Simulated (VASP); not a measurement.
# Na2Au (I4/mcm) in VASP: single point with LDA

Aim: the single point of Na2Au with LDA.

Everything below comes from runs of VASP 6.6.1. Logs are shortened: lines on timing, memory, paths and dates and some standing lists are left out, and cuts for length are marked.

### 1 The cell of the first run

It takes space group I4/mcm (No. 140, tetragonal). Conventional cell: a = 7.112 Å, b = 7.112 Å, c = 5.482 Å, α = 90.00°, β = 90.00°, γ = 90.00°. Within 3.9 Å of Na (site symmetry m2m) lie 4 Au at 2.97 Å and 11 Na at 3.15 to 3.72 Å. Au (site symmetry 422) has 2 Au at 2.74 Å and 8 Na at 2.97 Å within 3.6 Å.

### 2 Single point, LDA

INCAR reads:

```
SYSTEM = Na2Au
PREC     = Accurate       ! precision mode
ENCUT    = 520            ! plane-wave cutoff, eV
EDIFF    = 1E-6           ! SCF threshold, eV
ISMEAR   = 0              ! smearing method
SIGMA    = 0.1            ! smearing width, eV
LREAL    = .False.        ! projectors in reciprocal space
LASPH    = .True.         ! aspherical terms in the spheres
NELM     = 60             ! most SCF steps
ALGO     = Fast           ! electronic algorithm
ISIF     = 2              ! what is computed and relaxed
LWAVE    = .False.        ! write WAVECAR
LCHARG   = .False.        ! write CHGCAR
GGA      = CA             ! functional
NBANDS   = 34             ! bands
```

KPOINTS reads:

```
Automatic mesh
0
Gamma
  8 8 8
  0 0 0
```

POSCAR reads:

```
Na2Au
1.0
   -3.5561796493      3.5561796493      2.7407999898
    3.5561796493     -3.5561796493      2.7407999898
    3.5561796493      3.5561796493     -2.7407999898
Na Au
4 2
Direct
    0.6724106622      0.1724106622      0.8448213244
    0.1724106622      0.3275893378      0.5000000000
    0.3275893378      0.8275893378      0.1551786756
    0.8275893378      0.6724106622      0.5000000000
    0.2500000000      0.2500000000      0.0000000000
    0.7500000000      0.7500000000      0.0000000000
```

Potentials or basis: VASP PAW LDA potentials, release 64 (Na_pv, Au).

On the command line:

```bash
> cat potpaw_LDA.64/Na_pv/POTCAR potpaw_LDA.64/Au/POTCAR > POTCAR
> mpirun -np 1 vasp_std > vasp.out
```

OUTCAR:

```text
SYSTEM = Na2Au
   PREC = Accurate
   ENCUT = 520
   EDIFF = 1E-6
   ISMEAR = 0
   LREAL = .False.
   LASPH = .True.
   NELM = 60
   ISIF = 2
   GGA = CA

 ion  position               nearest neighbor table
   1  0.672  0.172  0.845-   5 2.97   6 2.97   5 2.97   6 2.97
   2  0.172  0.328  0.500-   6 2.97   5 2.97   5 2.97   6 2.97
   3  0.328  0.828  0.155-   5 2.97   6 2.97   5 2.97   6 2.97
   4  0.828  0.672  0.500-   5 2.97   6 2.97   6 2.97   5 2.97
   5  0.250  0.250  0.000-   6 2.74   6 2.74   2 2.97   4 2.97   2 2.97   4 2.97   1 2.97   3 2.97
                             3 2.97   1 2.97
   6  0.750  0.750  0.000-   5 2.74   5 2.74   4 2.97   3 2.97   4 2.97   1 2.97   2 2.97   2 2.97
                             1 2.97   3 2.97

  LATTYP: Found a body centered tetragonal cell.
 ALAT       =     7.1123592986
 C/A-ratio  =     0.7707147164

  Lattice vectors:

 A1 = (  -3.5561796493,   3.5561796493,   2.7407999898)
 A2 = (   3.5561796493,  -3.5561796493,   2.7407999898)
 A3 = (   3.5561796493,   3.5561796493,  -2.7407999898)

Analysis of symmetry for initial positions (statically):
=====================================================================
 Subroutine PRICEL returns:
 Original cell was already a primitive cell.

 Routine SETGRP: Setting up the symmetry group for a
 body centered tetragonal supercell.

 Subroutine GETGRP returns: Found 16 space group operations
 (whereof  8 operations were pure point group operations)
 out of a pool of 16 trial point group operations.

The static configuration has the point symmetry C_4h.
 The point group associated with its full space group is D_4h.

Analysis of symmetry for dynamics (positions and initial velocities):
=====================================================================
 Subroutine PRICEL returns:
 Original cell was already a primitive cell.

 Routine SETGRP: Setting up the symmetry group for a
 body centered tetragonal supercell.

 Subroutine GETGRP returns: Found 16 space group operations
 (whereof  8 operations were pure point group operations)
 out of a pool of 16 trial point group operations.

The dynamic configuration has the point symmetry C_4h.
 The point group associated with its full space group is D_4h.

 Subroutine INISYM returns: Found 16 space group operations
 (whereof  8 operations are pure point group operations),
 and found     1 'primitive' translations

----------------------------------------------------------------------------------------

                                     Primitive cell

  volume of cell :     138.6452

  direct lattice vectors                    reciprocal lattice vectors
    -3.556179649  3.556179649  2.740799990     0.000000000  0.140600321  0.182428489
     3.556179649 -3.556179649  2.740799990     0.140600321  0.000000000  0.182428489
     3.556179649  3.556179649 -2.740799990     0.140600321  0.140600321  0.000000000

  length of vectors
     5.727548514  5.727548514  5.727548514     0.230322825  0.230322825  0.198838881

  position of ions in fractional coordinates (direct lattice)
     0.672410662  0.172410662  0.844821324
     0.172410662  0.327589338  0.500000000
     0.327589338  0.827589338  0.155178676
     0.827589338  0.672410662  0.500000000
     0.250000000  0.250000000  0.000000000
     0.750000000  0.750000000  0.000000000

  ion indices of the primitive-cell ions
   primitive index   ion index
                 1           1
                 2           2
                 3           3
                 4           4
                 5           5
                 6           6

----------------------------------------------------------------------------------------

 KPOINTS: Automatic mesh

Automatic generation of k-mesh.
 Grid dimensions read from file:
 generate k-points for:    8    8    8

 Generating k-lattice:

  Cartesian coordinates                     Fractional coordinates (reciprocal lattice)
     0.000000000  0.017575040  0.022803561     0.125000000  0.000000000  0.000000000
     0.017575040  0.000000000  0.022803561     0.000000000  0.125000000  0.000000000
     0.017575040  0.017575040  0.000000000     0.000000000  0.000000000  0.125000000

  Length of vectors
     0.028790353  0.028790353  0.024854860

  Shift w.r.t. Gamma in fractional coordinates (k-lattice)
     0.000000000  0.000000000  0.000000000

 Subroutine IBZKPT returns following result:
 ===========================================

 Found     59 irreducible k-points:

 Following reciprocal coordinates:
            Coordinates               Weight
  0.000000  0.000000  0.000000      1.000000
  0.125000  0.000000 -0.000000      8.000000
  0.250000  0.000000 -0.000000      8.000000
  0.375000  0.000000 -0.000000      8.000000
  0.500000  0.000000 -0.000000      4.000000
  0.125000  0.125000 -0.000000      8.000000
[... 16 lines left out ...]
  0.250000  0.125000  0.125000     16.000000
  0.375000  0.125000  0.125000      8.000000
 [... further k-points ...]
   k-points           NKPTS =     59   k-points in BZ     NKDIM =     59   number of bands    NBANDS=     34
   number of dos      NEDOS =    301   number of ions     NIONS =      6
   total plane-waves  NPLWV = 110592
   dimension x,y,z NGX =    48 NGY =   48 NGZ =   48
   dimension x,y,z NGXF=    96 NGYF=   96 NGZF=   96
   ions per type =               4   2
   NGX,Y,Z   is equivalent  to a cutoff of  13.93, 13.93, 13.93 a.u.
   NGXF,Y,Z  is equivalent  to a cutoff of  27.86, 27.86, 27.86 a.u.
 SYSTEM =  Na2Au
   PREC   = accura    normal or accurate (medium, high low for compatibility)
   ISTART =      0    job   : 0-new  1-cont  2-samecut
   ICHARG =      2    charge: 1-file 2-atom 10-const
   ISPIN  =      1    spin polarized calculation?
   LNONCOLLINEAR =      F non collinear calculations
   LSORBIT =      F    spin-orbit coupling
   LASPH  =      T    aspherical Exc in radial PAW
   ENCUT  =  520.0 eV  38.22 Ry    6.18 a.u.  10.65 10.65 10.65*2*pi/ulx,y,z
   NELM   =     60;   NELMIN=  2; NELMDL= -5     # of ELM steps
   EDIFF  = 0.1E-05   stopping-criterion for ELM
   LREAL  =      F    real-space projection
   EDIFFG = 0.1E-04   stopping-criterion for IOM
   NSW    =      0    number of steps for IOM
   IBRION =     -1    ionic relax: 0-MD 1-quasi-New 2-CG
   NFREE  =      0    steps in history (QN), initial steepest desc. (CG)
   ISIF   =      2    stress and relaxation
   ISYM   =      2    0-nonsym 1-usesym 2-fastsym
   POTIM  = 0.5000    time-step for ionic-motion
   TEBEG  =    0.0;   TEEND  =   0.0 temperature during run
   PSTRESS=    0.0 pullay stress
   NELECT =      50.0000    total number of electrons
   NUPDOWN=      -1.0000    fix difference up-down
   EMIN   =  10.00;   EMAX   =-10.00  energy-range for DOS
   EFERMI =   0.00;   METHOD = LEGACY
   ISMEAR =     0;   SIGMA  =   0.10  broadening in eV -4-tet -1-fermi 0-gaus
   EFERMI_NEDOS =   21; number of points for ismear=-14 and -15
   IALGO  =     68    algorithm
   IMIX   =      4    mixing-type and parameters
     AMIX     =   0.40;   BMIX     =  1.00
     AMIX_MAG =   1.60;   BMIX_MAG =  1.00
  volume/ion in A,a.u.               =      23.11       155.94
  Fermi-wavevector in a.u.,A,eV,Ry     =   1.165279  2.202058 18.475013  1.357875
  Thomas-Fermi vector in A             =   2.301807
   LORBIT       =      0    0 simple, 1 ext, 2 COOP (PROOUT), +10 PAW based schemes
   GGA     = CA    functional components
   LHFCALC =     F    Hartree Fock is set to
   AEXX    =    0.0000 exact exchange contribution
   IVDW    =     0    specifies the selected vdW correction
   LEPSILON=     F    determine dielectric tensor
   LRPA    =     F    only Hartree local field effects (RPA)
 non-spin polarized calculation
 RMM-DIIS sequential band-by-band and
 Gauss-broadening in eV      SIGMA  =   0.10
  energy-cutoff  :      520.00
  volume of cell :      138.65
 maximum number of plane-waves:      3756
 NGX is ok and might be reduce to    48
   NGX = 21   NGY = 21   NGZ = 21

 number of electron      50.0000000 magnetization

 Free energy of the ion-electron system (eV)
  ---------------------------------------------------
  ext. energy  EPLUGINS =         0.00000000
  ---------------------------------------------------
  free energy    TOTEN  =       -16.17023981 eV

  energy without entropy =      -16.15938287  energy(sigma->0) =      -16.16481134

 E-fermi :   2.9926     XC(G=0):  -9.0572

 val. band max:        2.9886775916   @ k =  -0.1250   0.3750   0.1250
 cond. band min:       3.0079444549   @ k =   0.1250   0.0000  -0.0000
 fundamental gap:      0.0192668634
 Fermi energy:         2.9925828237

 k-point     1 :       0.0000    0.0000    0.0000
  band No.  band energies     occupation
      1     -21.4020      2.00000
      2     -21.4020      2.00000
      3     -21.3925      2.00000
      4     -21.3849      2.00000
      5     -21.3551      2.00000
      6     -21.3551      2.00000
[... 26 lines left out ...]
     33       8.4623      0.00000
     34       8.5440      0.00000

 k-point     2 :       0.1250    0.0000   -0.0000
  band No.  band energies     occupation
      1     -21.4021      2.00000
      2     -21.4014      2.00000
      3     -21.3947      2.00000
      4     -21.3843      2.00000
      5     -21.3536      2.00000
      6     -21.3531      2.00000
[... 26 lines left out ...]
     33       8.6017      0.00000
     34       8.7691      0.00000

 k-point     3 :       0.2500    0.0000   -0.0000
  band No.  band energies     occupation
      1     -21.4017      2.00000
      2     -21.4011      2.00000
      3     -21.3990      2.00000
      4     -21.3808      2.00000
      5     -21.3510      2.00000
      6     -21.3487      2.00000
[... 26 lines left out ...]
     33       8.3188      0.00000
     34       9.7162      0.00000
[... 704 lines left out ...]
 k-point    23 :       0.2500    0.1250    0.1250
  band No.  band energies     occupation
      1     -21.4044      2.00000
      2     -21.4001      2.00000
      3     -21.3956      2.00000
      4     -21.3793      2.00000
      5     -21.3537      2.00000
      6     -21.3427      2.00000
[... 26 lines left out ...]
     33       9.5475      0.00000
     34       9.8265      0.00000

 k-point    24 :       0.3750    0.1250    0.1250
  band No.  band energies     occupation
      1     -21.4028      2.00000
      2     -21.4028      2.00000
      3     -21.3876      2.00000
      4     -21.3876      2.00000
      5     -21.3465      2.00000
      6     -21.3465      2.00000
[... 26 lines left out ...]
     33      10.1269      0.00000
     34      10.1354      0.00000

 [... further k-points ...]

------------------------ aborting loop because EDIFF is reached ----------------------------------------

  FORCE on cell =-STRESS in cart. coord.  units (eV):
  Direction    XX          YY          ZZ          XY          YZ          ZX
  --------------------------------------------------------------------------------------
  -------------------------------------------------------------------------------------
  Total        0.0316576      0.0316576      0.1509103      0.0000000      0.0000000      0.0000000
  in kB        0.3658335      0.3658335      1.7439129      0.0000000      0.0000000      0.0000000
  external PRESSURE =       0.8251933 kB  Pullay stress =       0.0000000 kB

 VOLUME and BASIS-vectors are now :
 -----------------------------------------------------------------------------
  energy-cutoff  :      520.00
  volume of cell :      138.65
      direct lattice vectors                 reciprocal lattice vectors
    -3.556179649  3.556179649  2.740799990     0.000000000  0.140600321  0.182428489
     3.556179649 -3.556179649  2.740799990     0.140600321  0.000000000  0.182428489
     3.556179649  3.556179649 -2.740799990     0.140600321  0.140600321  0.000000000

 POSITION                                       TOTAL-FORCE (eV/Angst)
 -----------------------------------------------------------------------------------
      1.22625      4.78243      0.00000        -0.003369     -0.003369     -0.000000
      2.32993      1.22625      0.00000         0.003369     -0.003369     -0.000000
      2.32993     -1.22625      2.74080         0.003369      0.003369     -0.000000
      1.22625      2.32993      2.74080        -0.003369      0.003369      0.000000
      0.00000      0.00000      1.37040         0.000000     -0.000000     -0.000000
      0.00000      0.00000      4.11120         0.000000     -0.000000     -0.000000
 -----------------------------------------------------------------------------------
    total drift:                                0.000000      0.000000     -0.000000

  FREE ENERGIE OF THE ION-ELECTRON SYSTEM (eV)
  ---------------------------------------------------
  free  energy   TOTEN  =       -16.1702398107 eV

  energy  without entropy=      -16.1593828698  energy(sigma->0) =      -16.16481134
```

Run time: 6.2 min. Hardware: 1 thread of AMD EPYC 7R13 (Zen 3), shared host; peak memory 0.35 GiB.

What came out:

* Free energy: -16.1702 eV
* Pressure: 0.1 GPa
* Largest force: 0.005 eV/Å
* Band gap on the k mesh: zero (bands 25 and 26 overlap by 2.05 eV)

Forces in eV/Å, atoms in the order of the input:
```
Na  -0.003 -0.003  0.000
Na   0.003 -0.003  0.000
Na   0.003  0.003  0.000
Na  -0.003  0.003  0.000
Au   0.000  0.000  0.000
Au   0.000  0.000  0.000
```

Levels at points of the mesh, in eV from the Fermi level:
| k point | band 21 | band 22 | band 23 | band 24 | band 25 | band 26 | band 27 | band 28 | band 29 | band 30 |
| --- | --- | --- | --- | --- | --- | --- | --- | --- | --- | --- |
| (0.00, 0.00, 0.00) | -3.33 | -2.93 | -2.93 | 0.81 | 0.81 | 0.90 | 1.35 | 2.27 | 2.78 | 2.78 |
| (0.50, 0.00, 0.00) | -4.12 | -4.12 | -4.01 | -4.01 | 0.20 | 0.20 | 1.13 | 1.13 | 3.82 | 3.82 |
| (0.50, 0.50, 0.00) | -3.46 | -2.93 | -2.93 | -2.59 | 0.81 | 1.54 | 1.75 | 1.79 | 2.90 | 3.76 |
| (0.50, 0.50, 0.50) | -3.66 | -2.93 | -2.93 | -1.44 | -1.44 | 0.04 | 0.10 | 1.12 | 4.93 | 4.93 |

Caveat: spin-orbit coupling is left out, which moves the levels of the heavy elements.
